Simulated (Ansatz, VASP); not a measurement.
# Tc in VASP and in Ansatz

```xyz
1
Lattice="0.0000 1.9882 1.9882 1.9882 0.0000 1.9882 1.9882 1.9882 0.0000" Properties=species:S:1:pos:R:3 pbc="T T T"
Tc    0.0000    0.0000    0.0000
```

Change from the starting cell: volume scaled by 1.06.

Alike in both runs: task single point; functional PBEsol; k mesh 18 × 18 × 18; occupations fermi-dirac, width 0.03 eV; no spin polarisation.

|  | VASP | Ansatz |
| --- | --- | --- |
| version | VASP 6.6.1 | Ansatz 0.2.0 |
| potentials or method | VASP PAW PBE potentials, release 64 (Tc_pv), cutoff 520 eV | all-electron LAPW, scalar-relativistic |

|  | VASP | Ansatz | Ansatz less VASP |
| --- | --- | --- | --- |
| pressure (GPa) | -28.6 | -28.1 | +0.52 |

VASP's potentials were made for PBE, not for PBEsol. Both programs put the cell under strong tension, so it lies far from rest at this level. Ansatz ran all-electron here, and VASP with PAW potentials.
